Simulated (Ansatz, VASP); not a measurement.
**PbF2 in VASP and in Ansatz**

```
CELL_PARAMETERS angstrom
0.00000 2.94377 2.94377
2.94377 0.00000 2.94377
2.94377 2.94377 0.00000
ATOMIC_POSITIONS crystal
Pb 0.00000 0.00000 0.00000
F 0.75000 0.75000 0.75000
F 0.25000 0.25000 0.25000
```

Change from the starting cell: volume scaled by 0.98.

Alike in both runs: task single point; functional LDA; k mesh 8 × 8 × 8; occupations fermi-dirac, width 0.05 eV; no spin polarisation.

|  | VASP | Ansatz |
| --- | --- | --- |
| version | VASP 6.6.1 | Ansatz 0.2.0 |
| potentials or method | VASP PAW LDA potentials, release 64 (Pb_d, F), cutoff 600 eV | all-electron LAPW, scalar-relativistic |

|  | VASP | Ansatz | Ansatz less VASP |
| --- | --- | --- | --- |
| gap on the k mesh at the Fermi level (eV) | 4.22 | 4.25 | +0.029 |
| least direct gap on the mesh (eV) | 4.38 | 4.41 | +0.029 |
| pressure (GPa) | -3.2 | -3.1 | +0.08 |

LDA's correlation is that of Perdew and Zunger in VASP and of Perdew and Wang (1992) in Ansatz. Ansatz ran all-electron here, and VASP with PAW potentials.

Neither program's run includes spin-orbit coupling.
